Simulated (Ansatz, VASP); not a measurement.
# Mg in VASP and in Ansatz

File INCAR:

```
SYSTEM = Mg
  PREC = Accurate
  ENCUT = 520
  EDIFF = 1E-6
  ISMEAR = 0
  SIGMA = 0.05
  LREAL = .False.
  LASPH = .True.
  NELM = 100
  ALGO = Normal
  ISIF = 2
  LWAVE = .False.
  LCHARG = .True.
  GGA = CA
  LELF = .True.
  LVHAR = .True.
  NBANDS = 9
```

Contents of KPOINTS:

```
Automatic mesh
0
Gamma
  16 16 8
  0 0 0
```

File POSCAR:

```
Mg
1.0
    3.1395858144      0.0000000000      0.0000000000
   -1.5697929072      2.7189610726      0.0000000000
    0.0000000000      0.0000000000      5.0538072896
Mg
2
Direct
    0.3333333333      0.6666666667      0.7500000000
    0.6666666667      0.3333333333      0.2500000000
```

Input for Ansatz:

```yaml
crystal:
  lattice:
    - [3.1395858144, 0.0, 0.0]
    - [-1.5697929072, 2.7189610726, 0.0]
    - [0.0, 0.0, 5.0538072896]
  atoms:
    - { symbol: Mg, position: [0.3333333333, 0.6666666667, 0.75] }
    - { symbol: Mg, position: [0.6666666667, 0.3333333333, 0.25] }
basis:
  ecutwfc: 600
  ecutrho_ratio: 5
kpoints:
  mp_grid: { grid: [16, 16, 8] }
  band_path:
    path:
      - [[0.0, 0.0, 0.0], [0.5, 0.0, 0.0], [0.33333333, 0.33333333, 0.0], [0.0, 0.0, 0.0], [0.0, 0.0, 0.5], [0.5, 0.0, 0.5], [0.33333333, 0.33333333, 0.5], [0.0, 0.0, 0.5]]
      - [[0.5, 0.0, 0.5], [0.5, 0.0, 0.0]]
      - [[0.33333333, 0.33333333, 0.5], [0.33333333, 0.33333333, 0.0]]
    npoints: 14
hamiltonian:
  xc: lda
scf:
  occupations: { method: gaussian, width: 0.05 }
output:
  forces: true
  stress: true
  eigenvalues: true
  populations: true
  dos: { projected: true, de: 0.02, nscf_kmesh: { grid: [24, 24, 12] } }
  bader: true
```

Alike in both runs: task single point; functional LDA; k mesh 16 × 16 × 8; occupations gaussian, width 0.05 eV; no spin polarisation.

|  | VASP | Ansatz |
| --- | --- | --- |
| version | VASP 6.6.1 | Ansatz 0.2.0 |
| potentials or method | VASP PAW LDA potentials, release 64 (Mg), cutoff 520 eV | scalar-relativistic, plane waves, PAW |
| valence electrons in the cell | 4 | 20 |

```csv
,VASP,Ansatz,Ansatz less VASP
pressure (GPa),-0.2,0.1,+0.33
```

LDA's correlation is that of Perdew and Zunger in VASP and of Perdew and Wang (1992) in Ansatz. VASP's potentials hold 4 valence electrons a cell and Ansatz's 20, so a difference there can come from the potentials and not from the codes.
